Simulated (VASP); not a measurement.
Here is a VASP 6.6.1 calculation.

File INCAR:

```
PREC = Accurate
ENCUT = 520
EDIFF = 1E-8
ISMEAR = -1
SIGMA = 0.05
LREAL = F
LASPH = T
NELM = 60
ALGO = Normal
ISIF = 2
LWAVE = F
LCHARG = F
GGA = PS
LEFG = T
NBANDS = 8
```

KPOINTS

```
Automatic mesh
0
Gamma
  19 19 19
```

The input POSCAR:

```
Sb
1.0
   -1.4794865966      1.4794865966      2.4379579798
    1.4794865966     -1.4794865966      2.4379579798
    1.4794865966      1.4794865966     -2.4379579798
Sb
1
Direct
    0.0000000000      0.0000000000      0.0000000000
```

Potentials or basis: VASP PAW PBE potentials, release 64 (Sb).

The run is started by

```console
$ cat potpaw_PBE.64/Sb/POTCAR > POTCAR
$ mpirun -np 1 vasp_std > vasp.out
```

(1) What does it give for the pressure?

Results:

(1) 22.9 GPa.

Caveat: without QUAD_EFG the Cq values of the log hold for a quadrupole moment of 1 mb, not for the nuclei; the PAW data sets were made with another functional, which shifts forces and pressure a little.
